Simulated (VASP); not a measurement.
Input of a VASP 6.6.1 run:

The input INCAR:

```
SYSTEM = C
ALGO = Normal
EDIFF = 1E-7
EDIFFG = -0.04
ENCUT = 1300
GGA = PE
GGA_COMPAT = .False.
IBRION = 2
ISIF = 3
ISMEAR = 0
LASPH = .True.
LCHARG = .False.
LREAL = .False.
LWAVE = .False.
NELM = 120
NELMIN = 4
NSW = 90
PREC = Accurate
SIGMA = 0.1
```

Contents of KPOINTS:

```
k-points
0
Gamma
  10 8 10
  0 0 0
```

The input POSCAR:

```
C
1.0
    1.7966886300      0.0000000000      0.0000000000
    0.0000000000      2.2282488500      0.0000000000
    0.0000000000      0.0000000000      1.8262882000
C
2
Direct
    0.5000000000      0.0000000000      0.8156311700
    0.0000000000      0.5000000000      0.1843688300
```

Potentials or basis: VASP PAW PBE potentials, release 64 (C_h).

The run is started by

```bash
$ cat potpaw_PBE.64/C_h/POTCAR > POTCAR
$ mpirun -np 1 vasp_std > vasp.out
```

Q: Predict the relaxed volume.

A: 7.52 Å³/atom.

Q: Estimate the band gap on the k mesh.

A: Zero (bands 4 and 5 overlap by 3.14 eV).

Q: Predict the relaxed cell.

A: a = 2.298 Å, b = 2.297 Å, c = 2.849 Å, α = 90.00°, β = 90.00°, γ = 90.00°.

Q: Estimate the space group after relaxing (to 0.1 Å).

A: P4/mmm (No. 123).

Forces on the atoms (eV/Å):
```
C    0.000  0.000  0.005
C    0.000  0.000 -0.005
```

Caveat: the volume moved by over 15 % at a fixed basis, so the end points are rough.
